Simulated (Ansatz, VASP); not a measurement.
**One calculation of LiH, two programs**

POSCAR

```
LiH
1.0
    0.0000000000      2.1451220099      2.1451220099
    2.2605295740      0.0000000000      2.1451220099
    2.2605295740      2.1451220099      0.0000000000
Li H
1 1
Direct
    0.0000000000      0.0000000000      0.0000000000
    0.2500000000      0.2500000000      0.2500000000
```

File INCAR.step1:

```
PREC = Accurate
ENCUT = 520
EDIFF = 1E-5
ISMEAR = 0
SIGMA = 0.01
LREAL = False
LASPH = True
NELM = 60
ALGO = Normal
ISIF = 2
LWAVE = True
LCHARG = False
GGA = PE
NBANDS = 9
```

The input INCAR.step2:

```
PREC = Accurate
ENCUT = 520
EDIFF = 1E-6
ISMEAR = 0
SIGMA = 0.01
LREAL = False
LASPH = True
NELM = 60
ALGO = Normal
ISIF = 2
LWAVE = False
LCHARG = False
GGA = PE
LHFCALC = True
HFSCREEN = 0.2079
PRECFOCK = Normal
ISTART = 1
NBANDS = 9
```

Contents of KPOINTS:

```
regular mesh
0
Gamma
  8 8 8
```

Input for Ansatz:

```yaml
crystal:
  lattice:
    - [0.0, 2.1451220099, 2.1451220099]
    - [2.260529574, 0.0, 2.1451220099]
    - [2.260529574, 2.1451220099, 0.0]
  atoms:
    - { symbol: Li, position: [0.0, 0.0, 0.0] }
    - { symbol: H, position: [0.25, 0.25, 0.25] }
kpoints:
  mp_grid: { grid: [8, 8, 8] }
  band_path:
    path:
      - [0.0, 0.0, 0.0]
      - [-0.5, -0.5, 0.0]
      - [-0.375, -0.375, 0.25]
      - [-0.375, 0.0, 0.375]
      - [0.0, 0.0, 0.5]
      - [-0.5, -0.25, 0.25]
      - [-0.15, -0.075, 0.425]
    npoints: 1
hamiltonian:
  xc: hse06
scf:
  occupations: { method: fixed }
  n_extra_bands: 4
output:
  forces: true
  stress: true
  eigenvalues: true
```

Change from the starting cell: uniaxial_x strain +5.4%.

Alike in both runs: task single point; functional HSE06; k mesh 8 × 8 × 8; no spin polarisation.

```csv
,VASP,Ansatz
version,VASP 6.6.1,Ansatz 0.2.0
potentials or method,"VASP PAW PBE potentials, release 64 (Li_sv, H)","plane waves, PAW"
plane-wave cutoff (eV),520,420
occupations,"gaussian, width 0.01 eV",fixed
valence electrons in the cell,4,4
```

|  | VASP | Ansatz | Ansatz less VASP |
| --- | --- | --- | --- |
| gap on the k mesh at the Fermi level (eV) | 5.05 | 5.05 | 0.000 |

Ansatz's warnings: stress exchange threshold loose, stress scf threshold loose.

Noted on VASP's run: the cutoff is short for stress, so the pressure is rough.
